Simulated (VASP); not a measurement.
# LaP (lda): single point with LDA

The system is LaP (lda).

```
La P
1.0
     3.36537    0.00000    0.00000
     0.00000    3.36537    0.00000
     0.00000    0.00000    3.36537
La P
1 1
Direct
  0.00000 0.00000 0.00000
  0.50000 0.50000 0.50000
```

* Program: VASP 6.6.1
* Task: single point
* Functional: LDA
* Potentials or basis: VASP PAW LDA potentials, release 64 (La, P)
* Cutoff: 520 eV
* k mesh: 12 × 12 × 12
* Occupations: gaussian, width 0.1 eV
* Spin: no spin polarisation
* Dipole correction: no
* Further INCAR settings: ALGO = Normal; EDIFF = 1e-07; NBANDS = 15

| Item | Value |
| --- | --- |
| Pressure | 19.9 GPa |
| Band gap on the k mesh | zero (band 8 reaches 11.66 eV, above the bottom of band 9 at 10.57 eV) |

Levels at points of the mesh, in eV from the Fermi level:
```
           k point  band 5  band 6  band 7  band 8  band 9  band 10  band 11  band 12
(0.00, 0.00, 0.00)  -10.63   -1.43   -1.43    0.59    0.59     0.59     2.98     2.98
(0.50, 0.00, 0.00)   -7.87   -4.55   -1.10   -1.10    0.07     1.68     2.84     2.98
(0.50, 0.50, 0.00)   -9.81   -1.53   -1.53    0.17    0.37     2.54     2.54     3.02
(0.50, 0.50, 0.50)   -8.08   -5.01   -5.01   -5.01    3.12     3.12     3.12     3.56
```

It took 2.3 min on 1 thread of AMD EPYC 7571, with other jobs on the host, peak memory 0.16 GiB.

Caveat: spin-orbit coupling is left out, which moves the levels of the heavy elements.
